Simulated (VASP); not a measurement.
**PbSe: single point with r2SCAN**

The system is PbSe.

```
CELL_PARAMETERS angstrom
2.15488 -6.13395 0.00000
2.15488 6.13395 0.00000
0.00000 0.00000 4.45049
ATOMIC_POSITIONS crystal
Pb 0.63176 0.36824 0.75000
Pb 0.36824 0.63176 0.25000
Se 0.86129 0.13871 0.75000
Se 0.13871 0.86129 0.25000
```

- Program: VASP 6.6.1
- Task: single point
- Functional: r2SCAN
- Potentials or basis: VASP PAW PBE potentials, release 64 (Pb_d, Se)
- Cutoff: 550 eV
- k mesh: 4 × 4 × 4
- Occupations: gaussian, width 0.01 eV
- Spin: no spin polarisation

- Pressure: -0.1 GPa
- Largest force: 0.064 eV/Å
- Band gap on the k mesh: 1.44 eV, indirect (least direct gap 1.73 eV)

Forces on the atoms (eV/Å):
```
Pb   0.000 -0.010  0.000
Pb   0.000  0.010  0.000
Se   0.000  0.064  0.000
Se   0.000 -0.064  0.000
```

Stress tensor (GPa, compression positive):
```
 0.08  0.00  0.00
 0.00 -0.38  0.00
 0.00  0.00  0.02
```

Levels at points of the mesh, in eV from the valence-band top:
```
           k point  band 16  band 17  band 18  band 19  band 20  band 21  band 22  band 23  band 24  band 25
(0.00, 0.00, 0.00)    -2.88    -2.22    -1.59    -1.35    -0.42     4.88     4.92     5.07     5.72     5.74
(0.50, 0.00, 0.00)    -1.85    -1.24    -0.96    -0.43    -0.18     1.91     1.95     2.16     3.03     3.04
(0.50, 0.50, 0.00)    -2.49    -1.85    -1.77    -1.15    -0.56     1.44     4.67     4.90     5.07     5.34
(0.00, 0.00, 0.50)    -2.66    -0.93    -0.93     0.00     0.00     1.91     1.91     2.69     2.69     5.27
(0.50, 0.00, 0.50)    -4.17    -3.09    -3.09    -1.32    -1.32     3.55     3.55     5.88     5.88     6.62
(0.50, 0.50, 0.50)    -1.05    -1.04    -1.04    -0.30    -0.30     1.69     1.69     3.14     3.14     3.45
```

It took 4.9 min on 1 thread of Intel Xeon 6975P-C, with other jobs on the host, peak memory 0.35 GiB.

Caveat: the PAW data sets were made with another functional, which shifts forces and pressure a little; spin-orbit coupling is left out, which moves the levels of the heavy elements. A k mesh can miss the band edges.
